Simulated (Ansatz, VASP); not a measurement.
**Ba in VASP and in Ansatz**

```
CELL_PARAMETERS angstrom
-2.37894 2.37894 2.37894
2.37894 -2.37894 2.37894
2.37894 2.37894 -2.37894
ATOMIC_POSITIONS crystal
Ba 0.00000 0.00000 0.00000
```

Alike in both runs: task single point; functional LDA; k mesh 5 × 5 × 5; occupations fermi-dirac, width 0.1 eV; no spin polarisation.

```csv
,VASP,Ansatz
version,VASP 6.6.1,Ansatz 0.2.0
potentials or method,"VASP PAW LDA potentials, release 64 (Ba_sv), cutoff 520 eV","plane waves (420 eV) with PAW, scalar-relativistic"
valence electrons in the cell,10,10
```

|  | VASP | Ansatz | Ansatz less VASP |
| --- | --- | --- | --- |
| pressure (GPa) | -0.1 | -0.2 | -0.09 |

Ansatz warns that its potentials were made for another functional, while VASP's fit it. LDA's correlation is that of Perdew and Zunger in VASP and of Perdew and Wang (1992) in Ansatz.

The k mesh is coarse, so the values compare programs but aren't converged. Neither program's run includes spin-orbit coupling.
